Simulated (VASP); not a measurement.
# AgI (I-4m2) in VASP: further runs

AgI is run at these levels: HSE06, PBE-based global hybrid with 50 % exact exchange, PBE-based screened hybrid with 75 % exact exchange, PBE-based screened hybrid with 10 % exact exchange; tasks: single point.

All numbers are computed with VASP 6.6.1; they aren't measurements. Logs are shortened: lines on timing, memory, paths and dates and some standing lists are left out, and cuts for length are marked.

## (1) The cell of the first run

The typed cell holds 2 atoms: a = 4.651 Å, b = 4.651 Å, c = 4.651 Å, α = 120.04°, β = 120.04°, γ = 89.94°.

## (2) Single point, HSE06

The input, POSCAR:

```
AgI
1.0
   -2.3243249503      2.3243249503      3.2907520899
    2.3243249503     -2.3243249503      3.2907520899
    2.3243249503      2.3243249503     -3.2907520899
Ag I
1 1
Direct
    0.2500000000      0.7500000000      0.5000000000
    0.0000000000      0.0000000000      0.0000000000
```

The input, INCAR.step1:

```
SYSTEM = AgI
ALGO = Normal ; EDIFF = 1E-5
ENCUT = 400 ; GGA = PE
GGA_COMPAT = .FALSE. ; ISIF = 2
ISMEAR = 0 ; LASPH = .TRUE.
LCHARG = .FALSE. ; LREAL = .FALSE.
LWAVE = .TRUE. ; NBANDS = 16
NELM = 120 ; PREC = Accurate
SIGMA = 0.01
```

The input, INCAR.step2:

```
SYSTEM = AgI
ALGO = Normal ; EDIFF = 1E-6
ENCUT = 400 ; GGA = PE
GGA_COMPAT = .FALSE. ; HFSCREEN = 0.2079
ISIF = 2 ; ISMEAR = 0
ISTART = 1 ; LASPH = .TRUE.
LCHARG = .FALSE. ; LHFCALC = .TRUE.
LREAL = .FALSE. ; LWAVE = .FALSE.
NBANDS = 16 ; NELM = 120
PREC = Accurate ; PRECFOCK = Normal
SIGMA = 0.01
```

The input, KPOINTS:

```
k-points
0
G
  4 4 4
  0 0 0
```

Potentials or basis: VASP PAW PBE potentials, release 64 (Ag, I).

Command:

```bash
$ cat potpaw_PBE.64/Ag/POTCAR potpaw_PBE.64/I/POTCAR > POTCAR
$ cp INCAR.step1 INCAR
$ mpirun -np 1 vasp_std > vasp.out
$ cp INCAR.step2 INCAR
$ mpirun -np 1 vasp_std > vasp.out
```

OUTCAR:

```text
SYSTEM = AgI
   EDIFF = 1E-6
   ENCUT = 400
   GGA = PE
   HFSCREEN = 0.2079
   ISIF = 2
   ISMEAR = 0
   ISTART = 1
   LASPH = .TRUE.
   LHFCALC = .TRUE.
   LREAL = .FALSE.
   NELM = 120
   PREC = Accurate
   PRECFOCK = Normal

 ion  position               nearest neighbor table
   1  0.250  0.750  0.500-   2 2.85   2 2.85   2 2.85   2 2.85
   2  0.000  0.000  0.000-   1 2.85   1 2.85   1 2.85   1 2.85

  LATTYP: Found a body centered tetragonal cell.
 ALAT       =     4.6486499006
 C/A-ratio  =     1.4157883085

  Lattice vectors:

 A1 = (  -2.3243249503,   2.3243249503,   3.2907520899)
 A2 = (   2.3243249503,  -2.3243249503,   3.2907520899)
 A3 = (   2.3243249503,   2.3243249503,  -3.2907520899)

Analysis of symmetry for initial positions (statically):
=====================================================================
 Subroutine PRICEL returns:
 Original cell was already a primitive cell.

 Routine SETGRP: Setting up the symmetry group for a
 body centered tetragonal supercell.

 Subroutine GETGRP returns: Found  8 space group operations
 (whereof  8 operations were pure point group operations)
 out of a pool of 16 trial point group operations.

The static configuration has the point symmetry D_2d.

Analysis of symmetry for dynamics (positions and initial velocities):
=====================================================================
 Subroutine PRICEL returns:
 Original cell was already a primitive cell.

 Routine SETGRP: Setting up the symmetry group for a
 body centered tetragonal supercell.

 Subroutine GETGRP returns: Found  8 space group operations
 (whereof  8 operations were pure point group operations)
 out of a pool of 16 trial point group operations.

The dynamic configuration has the point symmetry D_2d.

 Subroutine INISYM returns: Found  8 space group operations
 (whereof  8 operations are pure point group operations),
 and found     1 'primitive' translations

----------------------------------------------------------------------------------------

                                     Primitive cell

  volume of cell :      71.1130

  direct lattice vectors                    reciprocal lattice vectors
    -2.324324950  2.324324950  3.290752090     0.000000000  0.215116221  0.151940950
     2.324324950 -2.324324950  3.290752090     0.215116221  0.000000000  0.151940950
     2.324324950  2.324324950 -3.290752090     0.215116221  0.215116221  0.000000000

  length of vectors
     4.651238788  4.651238788  4.651238788     0.263364844  0.263364844  0.304220277

  position of ions in fractional coordinates (direct lattice)
     0.250000000  0.750000000  0.500000000
     0.000000000  0.000000000  0.000000000

  ion indices of the primitive-cell ions
   primitive index   ion index
                 1           1
                 2           2

----------------------------------------------------------------------------------------

 KPOINTS: k-points

Automatic generation of k-mesh.
 Grid dimensions read from file:
 generate k-points for:    4    4    4

 Generating k-lattice:

  Cartesian coordinates                     Fractional coordinates (reciprocal lattice)
     0.000000000  0.053779055  0.037985238     0.250000000 -0.000000000  0.000000000
     0.053779055  0.000000000  0.037985238    -0.000000000  0.250000000  0.000000000
     0.053779055  0.053779055  0.000000000     0.000000000  0.000000000  0.250000000

  Length of vectors
     0.065841211  0.065841211  0.076055069

  Shift w.r.t. Gamma in fractional coordinates (k-lattice)
     0.000000000  0.000000000  0.000000000

 Subroutine IBZKPT returns following result:
 ===========================================

 Found     13 irreducible k-points:

 Following reciprocal coordinates:
            Coordinates               Weight
  0.000000  0.000000  0.000000      1.000000
  0.250000 -0.000000  0.000000      8.000000
  0.500000 -0.000000  0.000000      4.000000
  0.250000  0.250000  0.000000      8.000000
  0.500000  0.250000  0.000000     16.000000
 -0.250000  0.250000  0.000000      4.000000
  0.500000  0.500000  0.000000      2.000000
  0.250000  0.250000  0.250000      2.000000
 -0.250000  0.250000  0.250000      4.000000
  0.500000  0.500000  0.250000      4.000000
 -0.250000  0.500000  0.250000      8.000000
 -0.250000 -0.250000  0.250000      2.000000
  0.500000  0.500000  0.500000      1.000000
   k-points           NKPTS =     13   k-points in BZ     NKDIM =     64   number of bands    NBANDS=     16
   number of dos      NEDOS =    301   number of ions     NIONS =      2
   total plane-waves  NPLWV =  27000
   dimension x,y,z NGX =    30 NGY =   30 NGZ =   30
   dimension x,y,z NGXF=    60 NGYF=   60 NGZF=   60
   ions per type =               1   1
   NGX,Y,Z   is equivalent  to a cutoff of  10.72, 10.72, 10.72 a.u.
   NGXF,Y,Z  is equivalent  to a cutoff of  21.45, 21.45, 21.45 a.u.
 SYSTEM =  AgI
   PREC   = accura    normal or accurate (medium, high low for compatibility)
   ISTART =      1    job   : 0-new  1-cont  2-samecut
   ICHARG =      0    charge: 1-file 2-atom 10-const
   ISPIN  =      1    spin polarized calculation?
   LNONCOLLINEAR =      F non collinear calculations
   LSORBIT =      F    spin-orbit coupling
   LASPH  =      T    aspherical Exc in radial PAW
   ENCUT  =  400.0 eV  29.40 Ry    5.42 a.u.   7.58  7.58  7.58*2*pi/ulx,y,z
   NELM   =    120;   NELMIN=  2; NELMDL=  0     # of ELM steps
   EDIFF  = 0.1E-05   stopping-criterion for ELM
   LREAL  =      F    real-space projection
   EDIFFG = 0.1E-04   stopping-criterion for IOM
   NSW    =      0    number of steps for IOM
   IBRION =     -1    ionic relax: 0-MD 1-quasi-New 2-CG
   NFREE  =      0    steps in history (QN), initial steepest desc. (CG)
   ISIF   =      2    stress and relaxation
   ISYM   =      3    0-nonsym 1-usesym 2-fastsym
   POTIM  = 0.5000    time-step for ionic-motion
   TEBEG  =    0.0;   TEEND  =   0.0 temperature during run
   PSTRESS=    0.0 pullay stress
   NELECT =      18.0000    total number of electrons
   NUPDOWN=      -1.0000    fix difference up-down
   EMIN   =  10.00;   EMAX   =-10.00  energy-range for DOS
   EFERMI =   0.00;   METHOD = LEGACY
   ISMEAR =     0;   SIGMA  =   0.01  broadening in eV -4-tet -1-fermi 0-gaus
   EFERMI_NEDOS =   21; number of points for ismear=-14 and -15
   IALGO  =     38    algorithm
   IMIX   =      1    mixing-type and parameters
     AMIX     =   0.40;   BMIX     =  1.00
     AMIX_MAG =   1.60;   BMIX_MAG =  1.00
  volume/ion in A,a.u.               =      35.56       239.95
  Fermi-wavevector in a.u.,A,eV,Ry     =   1.035578  1.956958 14.591178  1.072421
  Thomas-Fermi vector in A             =   2.169928
   LORBIT       =      0    0 simple, 1 ext, 2 COOP (PROOUT), +10 PAW based schemes
   GGA     = PE    functional components
   LHFCALC =     T    Hartree Fock is set to
   PRECFOCK=normal    Normal, Fast or Accurate (Low or Medium for compatibility)
   ENCUT4O =  -1.0   cutoff for four orbital integrals eV
   NKREDX  =     1    reduce k-point grid by
   NKREDY  =     1    reduce k-point grid by
   NKREDZ  =     1    reduce k-point grid by
   AEXX    =    0.2500 exact exchange contribution
   HFSCREEN=    0.2079 screening length (either q_TF or 0.3 A-1)
   HFSCREENC=   0.2079 screening length for correlation (either q_TF or 0.3 A-1)
   ENCUTFOCK=  -1.0 apply spherical cutoff to Coloumb kernel
   IVDW    =     0    specifies the selected vdW correction
   LEPSILON=     F    determine dielectric tensor
   LRPA    =     F    only Hartree local field effects (RPA)
 non-spin polarized calculation
 Gauss-broadening in eV      SIGMA  =   0.01
  energy-cutoff  :      400.00
  volume of cell :       71.11
 maximum number of plane-waves:      1308
  NGX = 24; NGY = 24; NGZ = 24

 number of electron      17.9999993 magnetization

 Free energy of the ion-electron system (eV)
  ---------------------------------------------------
  ext. energy  EPLUGINS =         0.00000000
  ---------------------------------------------------
  free energy    TOTEN  =        -5.72307638 eV

  energy without entropy =       -5.72307638  energy(sigma->0) =       -5.72307638

 E-fermi :   2.0767     XC(G=0):  -6.8790

 val. band max:        1.9735657615   @ k =   0.0000   0.0000   0.0000
 cond. band min:       4.4546423414   @ k =   0.0000   0.0000   0.0000
 fundamental gap:      2.4810765799
 Fermi energy:         2.0766730182

 k-point     1 :       0.0000    0.0000    0.0000
  band No.  band energies     occupation
      1     -11.5035      2.00000
      2      -2.6155      2.00000
      3      -2.6151      2.00000
      4      -2.6151      2.00000
      5      -1.6025      2.00000
      6      -1.6017      2.00000
[... 8 lines left out ...]
     15      13.2279      0.00000
     16      13.2414      0.00000

 k-point     2 :       0.2500   -0.0000    0.0000
  band No.  band energies     occupation
      1     -11.3607      2.00000
      2      -2.5290      2.00000
      3      -2.5224      2.00000
      4      -2.5217      2.00000
      5      -1.6053      2.00000
      6      -1.6049      2.00000
[... 8 lines left out ...]
     15      12.4174      0.00000
     16      12.5971      0.00000

 k-point     3 :       0.5000   -0.0000    0.0000
  band No.  band energies     occupation
      1     -11.2098      2.00000
      2      -2.4382      2.00000
      3      -2.4369      2.00000
      4      -2.0012      2.00000
      5      -1.5781      2.00000
      6      -1.5779      2.00000
[... 8 lines left out ...]
     15      14.1263      0.00000
     16      14.1324      0.00000

 k-point     4 :       0.2500    0.2500    0.0000
  band No.  band energies     occupation
      1     -11.2128      2.00000
      2      -2.4302      2.00000
      3      -2.4035      2.00000
      4      -2.2349      2.00000
      5      -1.6272      2.00000
      6      -1.5754      2.00000
[... 8 lines left out ...]
     15      13.6986      0.00000
     16      15.0339      0.00000
[... 115 lines left out ...]
 k-point    11 :      -0.2500    0.5000    0.2500
  band No.  band energies     occupation
      1     -11.1632      2.00000
      2      -2.4994      2.00000
      3      -2.2844      2.00000
      4      -2.0778      2.00000
      5      -1.5638      2.00000
      6      -1.5325      2.00000
[... 8 lines left out ...]
     15      14.2669      0.00000
     16      15.0091      0.00000

 k-point    12 :      -0.2500   -0.2500    0.2500
  band No.  band energies     occupation
      1     -11.3136      2.00000
      2      -2.6521      2.00000
      3      -2.4092      2.00000
      4      -2.4092      2.00000
      5      -1.6538      2.00000
      6      -1.5647      2.00000
[... 8 lines left out ...]
     15      13.5669      0.00000
     16      15.4040      0.00000

 k-point    13 :       0.5000    0.5000    0.5000
  band No.  band energies     occupation
      1     -11.1140      2.00000
      2      -2.6199      2.00000
      3      -2.0978      2.00000
      4      -2.0978      2.00000
      5      -1.5270      2.00000
      6      -1.4781      2.00000
[... 8 lines left out ...]
     15      14.0353      0.00000
     16      15.0769      0.00000

------------------------ aborting loop because EDIFF is reached ----------------------------------------

  FORCE on cell =-STRESS in cart. coord.  units (eV):
  Direction    XX          YY          ZZ          XY          YZ          ZX
  --------------------------------------------------------------------------------------
  -------------------------------------------------------------------------------------
  Total        0.1804839      0.1804839      0.1769785      0.0000000      0.0000000      0.0000000
  in kB        4.0663063      4.0663063      3.9873307      0.0000000      0.0000000      0.0000000
  external PRESSURE =       4.0399811 kB  Pullay stress =       0.0000000 kB

 VOLUME and BASIS-vectors are now :
 -----------------------------------------------------------------------------
  energy-cutoff  :      400.00
  volume of cell :       71.11
      direct lattice vectors                 reciprocal lattice vectors
    -2.324324950  2.324324950  3.290752090     0.000000000  0.215116221  0.151940950
     2.324324950 -2.324324950  3.290752090     0.215116221  0.000000000  0.151940950
     2.324324950  2.324324950 -3.290752090     0.215116221  0.215116221  0.000000000

 POSITION                                       TOTAL-FORCE (eV/Angst)
 -----------------------------------------------------------------------------------
      2.32432     -0.00000      1.64538        -0.000000      0.000000      0.000000
      0.00000      0.00000      0.00000         0.000000     -0.000000     -0.000000
 -----------------------------------------------------------------------------------
    total drift:                               -0.000007      0.000001     -0.000041

  FREE ENERGIE OF THE ION-ELECTRON SYSTEM (eV)
  ---------------------------------------------------
  free  energy   TOTEN  =        -5.7230763781 eV

  energy  without entropy=       -5.7230763781  energy(sigma->0) =       -5.72307638
```

Wall time 8 min (1 thread of Intel Xeon Platinum 8488C (Sapphire Rapids), shared host); peak memory 0.28 GiB.

What came out:

```
Free energy            : -5.7231 eV
Pressure               : 0.4 GPa
Band gap on the k mesh : 2.48 eV
```

Caveat: the PAW data sets were made with another functional, which shifts forces and pressure a little; spin-orbit coupling is left out, which moves the levels of the heavy elements.

## (3) Single point, PBE-based global hybrid with 50 % exact exchange

POSCAR is that of step 2.

The input, INCAR.step1:

```
  ALGO = Normal
  EDIFF = 1E-5
  ENCUT = 400
  GGA = PE
  GGA_COMPAT = False
  ISIF = 2
  ISMEAR = 0
  LASPH = True
  LCHARG = False
  LREAL = False
  LWAVE = True
  NBANDS = 16
  NELM = 120
  PREC = Accurate
  SIGMA = 0.01
```

The input, INCAR.step2:

```
  AEXX = 0.5
  ALGO = Normal
  EDIFF = 1E-6
  ENCUT = 400
  GGA = PE
  GGA_COMPAT = False
  ISIF = 2
  ISMEAR = 0
  ISTART = 1
  LASPH = True
  LCHARG = False
  LHFCALC = True
  LREAL = False
  LWAVE = False
  NBANDS = 16
  NELM = 120
  PREC = Accurate
  PRECFOCK = Normal
  SIGMA = 0.01
```

The input, KPOINTS:

```
k-points
0
Gamma
  4 4 4
```

Potentials or basis: VASP PAW PBE potentials, release 64 (Ag, I).

Command:

```bash
$ cat potpaw_PBE.64/Ag/POTCAR potpaw_PBE.64/I/POTCAR > POTCAR
$ cp INCAR.step1 INCAR
$ mpirun -np 1 vasp_std > vasp.out
$ cp INCAR.step2 INCAR
$ mpirun -np 1 vasp_std > vasp.out
```

It took 8.8 min on 1 thread of Intel Xeon Platinum 8488C (Sapphire Rapids), shared host; peak memory 0.19 GiB.

Results (log left out):

```yaml
Free_energy: -7.9653 eV
Pressure: 0.0 GPa
Band_gap_on_the_k_mesh: 5.10 eV
```

Levels at points of the mesh, in eV from the valence-band top:
```
           k point  band 7  band 8  band 9  band 10  band 11  band 12
(0.00, 0.00, 0.00)    0.00    0.00    0.00     5.10     9.68     9.68
(0.50, 0.00, 0.00)   -4.13   -0.76   -0.76     6.63    10.10    10.10
(0.50, 0.50, 0.00)   -3.15   -1.91   -1.91     7.13     7.70    12.46
(0.50, 0.50, 0.50)   -3.15   -1.91   -1.91     7.13     7.71    12.45
```

Caveat: the PAW data sets were made with another functional, which shifts forces and pressure a little; spin-orbit coupling is left out, which moves the levels of the heavy elements.

## (4) Single point, PBE-based screened hybrid with 75 % exact exchange

POSCAR is that of step 3.

The input, INCAR.step1:

```
SYSTEM = AgI
PREC = Accurate
ENCUT = 400
EDIFF = 1E-5
ISMEAR = 0
SIGMA = 0.01
LREAL = .FALSE.
LASPH = .TRUE.
NELM = 120
ALGO = Normal
ISIF = 2
LWAVE = .TRUE.
LCHARG = .FALSE.
GGA = PE
NBANDS = 16
GGA_COMPAT = .FALSE.
```

The input, INCAR.step2:

```
SYSTEM = AgI
PREC = Accurate
ENCUT = 400
EDIFF = 1E-6
ISMEAR = 0
SIGMA = 0.01
LREAL = .FALSE.
LASPH = .TRUE.
NELM = 120
ALGO = Normal
ISIF = 2
LWAVE = .FALSE.
LCHARG = .FALSE.
GGA = PE
LHFCALC = .TRUE.
AEXX = 0.75
HFSCREEN = 0.2078
PRECFOCK = Normal
ISTART = 1
NBANDS = 16
GGA_COMPAT = .FALSE.
```

The input, KPOINTS:

```
regular mesh
0
G
  4 4 4
  0 0 0
```

Command:

```bash
$ cat potpaw_PBE.64/Ag/POTCAR potpaw_PBE.64/I/POTCAR > POTCAR
$ cp INCAR.step1 INCAR
$ mpirun -np 1 vasp_std > vasp.out
$ cp INCAR.step2 INCAR
$ mpirun -np 1 vasp_std > vasp.out
```

Wall time 10 min (1 thread of Intel Xeon Platinum 8488C (Sapphire Rapids), shared host); peak memory 0.28 GiB.

It converged, with:

* Free energy: -8.1122 eV
* Pressure: 0.2 GPa
* Band gap on the k mesh: 4.90 eV

Levels at points of the mesh, in eV from the valence-band top:
```tsv
k point	band 6	band 7	band 8	band 9	band 10	band 11	band 12	band 13
(0.00, 0.00, 0.00)	-4.92	0.00	0.00	0.00	4.90	9.46	9.46	9.46
(0.50, 0.00, 0.00)	-4.78	-4.08	-0.76	-0.76	6.43	9.82	9.83	10.62
(0.50, 0.50, 0.00)	-4.77	-3.25	-1.91	-1.91	6.73	7.46	12.30	13.87
(0.50, 0.50, 0.50)	-4.77	-3.26	-1.91	-1.91	6.73	7.47	12.29	13.88
```

Caveat: the PAW data sets were made with another functional, which shifts forces and pressure a little; spin-orbit coupling is left out, which moves the levels of the heavy elements.

## (5) Single point, PBE-based screened hybrid with 10 % exact exchange

POSCAR is that of step 4.

The input, INCAR.step1:

```
SYSTEM = AgI
  PREC = Accurate
  ENCUT = 400
  EDIFF = 1E-5
  ISMEAR = 0
  SIGMA = 0.01
  LREAL = .False.
  LASPH = .True.
  NELM = 120
  ALGO = Normal
  ISIF = 2
  LWAVE = .True.
  NBANDS = 16
  GGA = PE
  GGA_COMPAT = .False.
```

The input, INCAR.step2:

```
SYSTEM = AgI
  PREC = Accurate
  ENCUT = 400
  EDIFF = 1E-6
  ISMEAR = 0
  SIGMA = 0.01
  LREAL = .False.
  LASPH = .True.
  NELM = 120
  ALGO = Normal
  ISIF = 2
  LWAVE = .False.
  LCHARG = .True.
  GGA = PE
  LHFCALC = .True.
  AEXX = 0.1
  HFSCREEN = 0.5
  PRECFOCK = Normal
  LELF = .True.
  LVHAR = .True.
  NBANDS = 16
  ISTART = 1
  GGA_COMPAT = .False.
```

The input, KPOINTS:

```
Automatic mesh
0
Gamma
  4 4 4
  0 0 0
```

Command:

```bash
$ cat potpaw_PBE.64/Ag/POTCAR potpaw_PBE.64/I/POTCAR > POTCAR
$ cp INCAR.step1 INCAR
$ mpirun -np 1 vasp_std > vasp.out
$ cp INCAR.step2 INCAR
$ mpirun -np 1 vasp_std > vasp.out
```

Run time: 6.6 min. Hardware: 1 thread of Intel Xeon Platinum 8488C (Sapphire Rapids), shared host; peak memory 0.28 GiB.

The run converged. Its results:

```
Free energy            : -4.9431 eV
Pressure               : 0.6 GPa
Band gap on the k mesh : 1.59 eV
```

Levels at points of the mesh, in eV from the valence-band top:
```csv
k point,band 5,band 6,band 7,band 8,band 9,band 10,band 11,band 12,band 13,band 14
"(0.00, 0.00, 0.00)",-3.11,-3.11,0.00,0.00,0.00,1.59,6.06,6.07,6.07,9.20
"(0.50, 0.00, 0.00)",-3.08,-3.08,-2.98,-0.68,-0.68,3.03,6.52,6.52,7.39,9.46
"(0.50, 0.50, 0.00)",-3.03,-2.99,-2.57,-1.69,-1.69,3.92,4.10,8.65,9.83,9.84
"(0.50, 0.50, 0.50)",-3.03,-2.99,-2.57,-1.69,-1.69,3.92,4.11,8.64,9.83,9.83
```

Caveat: the PAW data sets were made with another functional, which shifts forces and pressure a little; spin-orbit coupling is left out, which moves the levels of the heavy elements.

## (6) Overview

```tsv
level	share of exact exchange	screening parameter	gap on the mesh (eV)	pressure (GPa)
HSE06	0.25	0.2079 1/Å	2.48	0.4
PBE-based global hybrid with 50 % exact exchange	0.5	-	5.10	0.0
PBE-based screened hybrid with 75 % exact exchange	0.75	0.2078 1/Å	4.90	0.2
PBE-based screened hybrid with 10 % exact exchange	0.1	0.5 1/Å	1.59	0.6
```

Alike in all rows: task single point; potentials or basis VASP PAW PBE potentials, release 64 (Ag, I); no spin polarisation; cell as given; k mesh 4 × 4 × 4; cutoff (eV) 400; smearing gaussian 0.01 eV.

On the cell as given the gap runs from 1.59 eV (PBE-based screened hybrid with 10 % exact exchange) to 5.10 eV (PBE-based global hybrid with 50 % exact exchange). The pressure there spans 0.0 GPa (PBE-based global hybrid with 50 % exact exchange) to 0.6 GPa (PBE-based screened hybrid with 10 % exact exchange); a positive pressure means that this level wants a larger cell, a negative one a smaller.

Caveats: the PAW data sets were made with another functional, which shifts forces and pressure a little; spin-orbit coupling is left out, which moves the levels of the heavy elements.

Absolute energies hang on the potentials; compare differences alone.
